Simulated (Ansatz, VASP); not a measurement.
# Two plane-wave programs on ZnSe

```
Zn Se
1.0
     0.00000    2.98056    2.63665
     2.98056    0.00000    2.63665
     2.98056    2.98056    0.00000
Zn Se
1 1
Direct
  0.00000 0.00000 0.00000
  0.75000 0.75000 0.75000
```

Change from the starting cell: strain +0.040 along x and y, -0.080 along z, atoms carried along.

Alike in both runs: task single point; functional PBE; k mesh 8 × 8 × 8; occupations gaussian, width 0.05 eV; no spin polarisation.

```csv
,VASP,Ansatz
version,VASP 6.6.1,Ansatz 0.2.0
potentials or method,"VASP PAW PBE potentials, release 64 (Zn, Se), cutoff 520 eV","scalar-relativistic, plane waves, PAW"
valence electrons in the cell,18,28
```

Ansatz gave:

| Item | Value |
| --- | --- |
| gap on the k mesh at the Fermi level (eV) | 0.90 |
| least direct gap on the mesh (eV) | 0.90 |
| pressure (GPa) | 0.0 |
| traceless stress, the component that is largest in VASP (GPa) | 2.23 |

Problem. What did VASP give for the same quantities?

Solution. gap on the k mesh at the Fermi level (eV): 0.90; least direct gap on the mesh (eV): 0.90; pressure (GPa): 0.2; traceless stress, the component that is largest in VASP (GPa): 2.21.

With one functional, cell and mesh, what is left measures potentials, basis and numerics. VASP's potentials hold 18 valence electrons a cell and Ansatz's 28, so a difference there can come from the potentials and not from the codes.
